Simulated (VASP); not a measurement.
Runs of VASP 6.6.1 on CoBr. Symmetry: P6/mmm, No. 191, hexagonal system. The conventional cell has a = 3.498 Å, b = 3.498 Å, c = 4.502 Å, α = 90.00°, β = 90.00°, γ = 120.00°. Co (site symmetry 6/mmm) has 2 Br at 2.25 Å within 3.0 Å. Within 3.0 Å of Br (site symmetry 6/mmm) lie 2 Co at 2.25 Å. 

| U | gap on the mesh (eV) | pressure (GPa) | moment (μB) |
| --- | --- | --- | --- |
| Co d U = 4.0 eV | none | 1.6 | 2.06 |
| Co d U = 8.0 eV | none | 4.9 | 2.06 |
| Co d U = 2.0 eV | none | 0.2 | 2.05 |
| Co d U = 6.0 eV | none | (a) | 2.05 |

Alike in all rows: task single point; level PBE+U; potentials or basis VASP PAW PBE potentials, release 64 (Co, Br); spin collinear, ferromagnetic start; cell as given; k mesh 11 × 11 × 8; cutoff (eV) 520; smearing fermi-dirac 0.05 eV.

Problem. Fill in the values left out.

Solution. (a) 3.5.

Caveats: the stress differs along the axes, from 1 to 7 GPa (at least some runs); the cell stands under pressure (at least some runs).

A k mesh can miss the band edges, and the runs leave out spin-orbit coupling on Br.

A gap of «none» marks levels without a gap at the run's occupations.
